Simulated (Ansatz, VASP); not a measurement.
**One calculation of Ni, two programs**

The input INCAR:

```
SYSTEM = Ni
  PREC = Accurate
  ENCUT = 520
  EDIFF = 1E-6
  ISMEAR = -1
  SIGMA = 0.1
  LREAL = .FALSE.
  LASPH = .TRUE.
  NELM = 60
  ALGO = Normal
  ISIF = 2
  LWAVE = .FALSE.
  LCHARG = .FALSE.
  GGA = B5
  ALDAX = 1.0
  AGGAX = 1.0
  AGGAC = 1.0
  ALDAC = 0.0
  NBANDS = 11
```

Contents of KPOINTS:

```
regular mesh
0
G
  17 17 17
  0 0 0
```

File POSCAR:

```
Ni
1.0
   -1.3825061665      1.3825061665      1.3825061665
    1.3825061665     -1.3825061665      1.3825061665
    1.3825061665      1.3825061665     -1.3825061665
Ni
1
Direct
    0.0000000000      0.0000000000      0.0000000000
```

Input for Ansatz:

```yaml
crystal:
  lattice:
    - [-1.3825061665, 1.3825061665, 1.3825061665]
    - [1.3825061665, -1.3825061665, 1.3825061665]
    - [1.3825061665, 1.3825061665, -1.3825061665]
  atoms:
    - { symbol: Ni, position: [0.0, 0.0, 0.0] }
hamiltonian:
  xc: blyp
  pseudopotentials:
    kind: paw
    azcp:
      Ni: "pseudopotentials/Ni.paw.azcp"
basis:
  ecutwfc: 420
  fft_grid_basis: typed
kpoints:
  mp_grid: { grid: [17, 17, 17], shift: [0, 0, 0] }
magnetization:
  spin_polarized: false
scf:
  occupations: { method: fermi_dirac, width: 0.1 }
  lower_state_search: "off"
output:
  stress: true
```

Alike in both runs: task single point; functional BLYP; k mesh 17 × 17 × 17; occupations fermi-dirac, width 0.1 eV; no spin polarisation.

```csv
,VASP,Ansatz
version,VASP 6.6.1,Ansatz 0.2.0
potentials or method,"VASP PAW PBE potentials, release 64 (Ni), cutoff 520 eV","plane waves (420 eV) with PAW, scalar-relativistic"
valence electrons in the cell,10,18
```

```tsv
	VASP	Ansatz	Ansatz less VASP
pressure (GPa)	17.0	17.0	0.00
```

VASP's potentials were made for PBE, not for BLYP. VASP's potentials hold 10 valence electrons a cell and Ansatz's 18, so a difference there can come from the potentials and not from the codes.
